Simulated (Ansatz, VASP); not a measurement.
## Two plane-wave programs on Al2Ru

```
Al Ru
1.0
     5.32556    0.00000    0.00000
     0.00000    5.32556    0.00000
     0.00000    0.00000    5.32556
Al Ru
4 2
Direct
  0.25000 0.25000 0.25000
  0.25000 0.75000 0.75000
  0.75000 0.75000 0.25000
  0.75000 0.25000 0.75000
  0.00000 0.00000 0.00000
  0.50000 0.50000 0.50000
```

Alike in both runs: functional r2SCAN; k mesh 8 × 8 × 8; occupations gaussian, width 0.1 eV; no spin polarisation.

Ansatz relaxed the structure, and its values are those at the end. VASP's run is a single point on that final structure, the one shown.

|  | VASP | Ansatz |
| --- | --- | --- |
| version | VASP 6.6.1 | Ansatz 0.2.0 |
| potentials or method | VASP PAW PBE potentials, release 64 (Al, Ru_pv), cutoff 520 eV | scalar-relativistic, plane waves, PAW |
| valence electrons in the cell | 40 | 44 |

|  | VASP | Ansatz | Ansatz less VASP |
| --- | --- | --- | --- |
| gap on the k mesh at the Fermi level (eV) | none | none | - |
| pressure (GPa) | 0.0 | 0.0 | -0.02 |

VASP's potentials were made for PBE, not for r2SCAN. A gap of «none» marks a metal or a gap that the smearing closes. VASP's potentials hold 40 valence electrons a cell and Ansatz's 44, so a difference there can come from the potentials and not from the codes.
